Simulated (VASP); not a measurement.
A run of VASP 6.6.1 is set up as follows.

The input INCAR:

```
SYSTEM = CuI
PREC = Accurate ; ENCUT = 520
EDIFF = 1E-6 ; ISMEAR = 0
SIGMA = 0.1 ; LREAL = .FALSE.
LASPH = .TRUE. ; NELM = 60
ALGO = Normal ; ISIF = 2
LWAVE = .FALSE. ; LCHARG = .FALSE.
GGA = PE ; NBANDS = 16
```

The input KPOINTS:

```
Automatic mesh
0
G
  4 4 4
  0 0 0
```

The input POSCAR:

```
CuI
1.0
    0.0000000000      2.8620890000      2.8620890000
    2.8620890000      0.0000000000      2.8620890000
    2.8620890000      2.8620890000      0.0000000000
Cu I
1 1
Direct
    0.0000000000      0.0000000000      0.0000000000
    0.5000000000      0.5000000000      0.5000000000
```

Potentials or basis: VASP PAW PBE potentials, release 64 (Cu, I).

Run with:

```sh
$ cat potpaw_PBE.64/Cu/POTCAR potpaw_PBE.64/I/POTCAR > POTCAR
$ mpirun -np 1 vasp_std > vasp.out
```

What does it give for the pressure?

0.7 GPa.

What does it give for the band gap on the k mesh?

Zero (band 9 reaches 6.16 eV, above the bottom of band 10 at 5.75 eV).

Caveat: the k points lie up to 0.48 Å⁻¹ apart; spin-orbit coupling is left out, which moves the levels of the heavy elements; semilocal functionals often make such compounds metallic where correlation or magnetic order opens a gap, which also shifts bond lengths.
